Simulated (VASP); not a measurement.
Input of a VASP 6.6.1 run:

INCAR

```
ALGO = Normal
EDIFF = 1E-6
ENCUT = 520
ISIF = 2
ISMEAR = 0
LASPH = True
LCHARG = False
LREAL = False
LWAVE = False
NBANDS = 8
NELM = 80
PREC = Accurate
SIGMA = 0.15
```

Contents of KPOINTS:

```
k-points
0
Gamma
  20 20 20
```

Contents of POSCAR:

```
Al
1.0
   -1.6309991572      1.6309991572      1.5116577555
    1.6309991572     -1.6309991572      1.5116577555
    1.6309991572      1.6309991572     -1.5116577555
Al
1
Direct
    0.0000000000      0.0000000000      0.0000000000
```

Potentials or basis: VASP PAW LDA potentials, release 64 (Al).

Command:

```bash
$ cat potpaw_LDA.64/Al/POTCAR > POTCAR
$ mpirun -np 1 vasp_std > vasp.out
```

(1) Predict the band gap on the k mesh.

(2) What does it give for the pressure?

## Answers

(1) zero (an odd number of electrons rules out a gap without spin polarisation).

(2) 0.6 GPa.

Caveat: the cell differs from its parent crystal (strain +0.025 along x and y, -0.050 along z).
